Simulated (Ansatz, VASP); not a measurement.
Two plane-wave programs on Ir

Contents of INCAR:

```
SYSTEM = Ir
PREC     = Accurate       ! precision mode
ENCUT    = 520            ! plane-wave cutoff, eV
EDIFF    = 1E-6           ! SCF threshold, eV
ISMEAR   = 0              ! smearing method
SIGMA    = 0.05           ! smearing width, eV
LREAL    = .FALSE.        ! projectors in reciprocal space
LASPH    = .TRUE.         ! aspherical terms in the spheres
NELM     = 150            ! most SCF steps
ALGO     = Normal         ! electronic algorithm
ISIF     = 2              ! what is computed and relaxed
LWAVE    = .FALSE.        ! write WAVECAR
LCHARG   = .TRUE.         ! write CHGCAR
MAGMOM   = 0 0 0          ! initial moments
LORBIT   = 11             ! projections on sites
LSORBIT  = .TRUE.         ! spin-orbit coupling
GGA_COMPAT= .FALSE.      
LORBMOM  = .TRUE.       
LMAXMIX  = 4              ! l up to which the mixer works
LDAU     = .TRUE.         ! DFT+U
LDAUTYPE = 2            
LDAUL    = 2              ! shell
LDAUU    = 5              ! U, eV
LDAUJ    = 0            
LDAUPRINT= 1            
GGA      = PE             ! functional
LVHAR    = .TRUE.       
NBANDS   = 20             ! bands
```

The input KPOINTS:

```
Automatic mesh
0
G
  12 12 12
  0 0 0
```

Contents of POSCAR:

```
Ir
1.0
    0.0000000000      1.9200010851      1.9200010851
    1.9200010851      0.0000000000      1.9200010851
    1.9200010851      1.9200010851      0.0000000000
Ir
1
Direct
    0.0000000000      0.0000000000      0.0000000000
```

Input for Ansatz:

```yaml
crystal:
  lattice:
    - [0.0, 1.9200010851, 1.9200010851]
    - [1.9200010851, 0.0, 1.9200010851]
    - [1.9200010851, 1.9200010851, 0.0]
  atoms:
    - { symbol: Ir, position: [0.0, 0.0, 0.0] }
basis:
  ecutwfc: 420
  ecutrho_ratio: 4
kpoints:
  mp_grid: { grid: [12, 12, 12] }
hamiltonian:
  xc: pbe
  hubbard: { sites: [{ species: Ir, l: d, u_eff: 5.0 }], double_counting: fll }
scf:
  occupations: { method: gaussian, width: 0.05 }
output:
  forces: true
  stress: true
magnetization:
  noncollinear: true
  spin_orbit: true
```

Alike in both runs: task single point; functional PBE; k mesh 12 × 12 × 12; occupations gaussian, width 0.05 eV; non-collinear spin, spin-orbit coupling; Hubbard terms Ir d U = 5.0 eV.

|  | VASP | Ansatz |
| --- | --- | --- |
| version | VASP 6.6.1 | Ansatz 0.2.0 |
| potentials or method | VASP PAW PBE potentials, release 64 (Ir), cutoff 520 eV | plane waves, PAW |
| valence electrons in the cell | 9 | 17 |

```tsv
	VASP	Ansatz	Ansatz less VASP
pressure (GPa)	-8.1	10.0	+18.16
net moment per atom (μB)	0.00	0.00	0.000
```

The programs project onto different local orbitals, so the same U acts differently, and such runs can settle in different states. VASP's potentials hold 9 valence electrons a cell and Ansatz's 17, so a difference there can come from the potentials and not from the codes. Ansatz's warnings: filled band counts differ across k points.
